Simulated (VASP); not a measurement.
Cs: single point with r2SCAN

Cs:

```
Cs
1.0
     0.00000    3.78869    3.78869
     3.78869    0.00000    3.78869
     3.78869    3.78869    0.00000
Cs
1
Direct
  0.00000 0.00000 0.00000
```

This isn't the form of Cs at room conditions, which is bcc.

| Item | Value |
| --- | --- |
| Program | VASP 6.6.1 |
| Task | single point |
| Functional | r2SCAN |
| Potentials or basis | VASP PAW PBE potentials, release 64 (Cs_sv) |
| Cutoff | 550 eV |
| k mesh | 8 × 8 × 8 |
| Occupations | fermi-dirac, width 0.1 eV |
| Spin | no spin polarisation |
| Dipole correction | no |
| Further INCAR settings | ALGO = Normal; EDIFF = 1e-06; NBANDS = 10 |

```yaml
Pressure: 0.3 GPa
Band_gap_on_the_k_mesh: zero (an odd number of electrons rules out a gap without spin polarisation)
```

Levels at points of the mesh, in eV from the Fermi level:
```
           k point  band 3  band 4  band 5  band 6  band 7  band 8
(0.00, 0.00, 0.00)  -11.12  -11.12   -1.82    2.77    2.77    2.77
(0.50, 0.00, 0.00)  -11.14  -11.14    0.04    0.74    2.58    2.58
(0.50, 0.50, 0.00)  -11.18  -11.18    0.23    1.11    1.57    4.53
```

It took 4.2 min on 1 thread of Intel(R) Xeon(R) Platinum 8259CL CPU @ 2.50GHz (Skylake/Cascade Lake), on a shared host, peak memory 0.29 GiB.

Caveat: the PAW data sets were made with another functional, which shifts forces and pressure a little; spin-orbit coupling is left out, which moves the levels of the heavy elements.
